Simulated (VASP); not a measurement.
A run of VASP 6.6.1 is set up as follows.

Contents of INCAR:

```
SYSTEM = TiTe2
ALGO = Normal ; EDIFF = 1E-7
ENCUT = 520 ; GGA = PS
ISIF = 2 ; ISMEAR = 0
LASPH = .TRUE. ; LCHARG = .FALSE.
LREAL = .FALSE. ; LWAVE = .FALSE.
NBANDS = 19 ; NELM = 100
PREC = Accurate ; SIGMA = 0.1
```

File KPOINTS:

```
k-points
0
G
  12 12 6
  0 0 0
```

POSCAR

```
TiTe2
1.0
    3.7770008876      0.0000000000      0.0000000000
   -1.8885004438      3.2709787188      0.0000000000
    0.0000000000      0.0000000000      6.4980000000
Ti Te
1 2
Direct
   -0.0011945233      0.0034515663      0.0064850723
    0.6666666667      0.3333333333      0.2628000000
    0.3333333333      0.6666666667      0.7372000000
```

Potentials or basis: VASP PAW PBE potentials, release 64 (Ti_sv, Te).

Command:

```bash
$ cat potpaw_PBE.64/Ti_sv/POTCAR potpaw_PBE.64/Te/POTCAR > POTCAR
$ mpirun -np 1 vasp_std > vasp.out
```

Problem. What does it give for the pressure?

Solution. -2.2 GPa.

Problem. What does it give for the band gap on the k mesh?

Solution. Zero (bands 12 and 13 overlap by 0.67 eV).

Problem. Predict the largest force.

Solution. 0.439 eV/Å.

Stress tensor (GPa, compression positive):
```
-2.48 -0.02 -0.03
-0.02 -2.52  0.03
-0.03  0.03 -1.56
```

Caveat: the cell differs from its parent crystal (one atom moved); the PAW data sets were made with another functional, which shifts forces and pressure a little; spin-orbit coupling is left out, which moves the levels of the heavy elements.
